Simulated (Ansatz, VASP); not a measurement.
# MgO in VASP and in Ansatz

File INCAR:

```
SYSTEM = MgO
PREC = Accurate
ENCUT = 840
EDIFF = 1E-7
ISMEAR = 0
SIGMA = 0.1
LREAL = .FALSE.
LASPH = .TRUE.
NELM = 120
ALGO = Normal
ISIF = 3
LWAVE = .FALSE.
LCHARG = .FALSE.
GGA = PE
IBRION = 2
NSW = 90
EDIFFG = -0.04
GGA_COMPAT = .FALSE.
NELMIN = 4
```

KPOINTS

```
Automatic mesh
0
G
  6 6 4
  0 0 0
```

POSCAR

```
MgO
1.0
    3.1044380200      0.0000000000      0.0000000000
   -1.5522190100      2.6885221900      0.0000000000
    0.0000000000      0.0000000000      5.1148398800
Mg O
2 2
Direct
    0.0000000000      0.0000000000      0.0000000000
    0.0000000000      0.0000000000      0.5000000000
    0.3333333300      0.6666666700      0.7500000000
    0.6666666700      0.3333333300      0.2500000000
```

Input for Ansatz:

```yaml
crystal:
  lattice:
    - [3.10443802, 0.0, 0.0]
    - [-1.55221901, 2.68852219, 0.0]
    - [0.0, 0.0, 5.11483988]
  atoms:
    - { symbol: Mg, position: [0.0, 0.0, 0.0] }
    - { symbol: Mg, position: [0.0, 0.0, 0.5] }
    - { symbol: O, position: [0.33333333, 0.66666667, 0.75] }
    - { symbol: O, position: [0.66666667, 0.33333333, 0.25] }
basis:
  ecutwfc: 420
kpoints:
  mp_grid: { grid: [6, 6, 4] }
hamiltonian:
  xc: pbe
scf:
  occupations: { method: gaussian, width: 0.1 }
  lower_state_search: "off"
output:
  forces: true
  stress: true
  eigenvalues: true
relax:
  adjacent_minimum: "off"
  f_tol: 0.04
  max_steps: 70
  cell: { stress_tol: 0.4 }
```

Alike in both runs: task relaxation of cell and atoms; functional PBE; k mesh 6 × 6 × 4; occupations gaussian, width 0.1 eV; no spin polarisation.

```csv
,VASP,Ansatz
version,VASP 6.6.1,Ansatz 0.2.0
potentials or method,"VASP PAW PBE potentials, release 64 (Mg_sv, O), cutoff 840 eV","scalar-relativistic, plane waves, PAW"
valence electrons in the cell,32,32
```

```csv
,VASP,Ansatz,Ansatz less VASP
"gap on the k mesh at the Fermi level, each at its own relaxed structure (eV)",4.08,4.13,+0.048
relaxed volume (Å³/atom),9.82,9.77,-0.048
relaxed length of the cell vector where the two differ most in proportion (Å),5.165,5.157,-0.0084
```
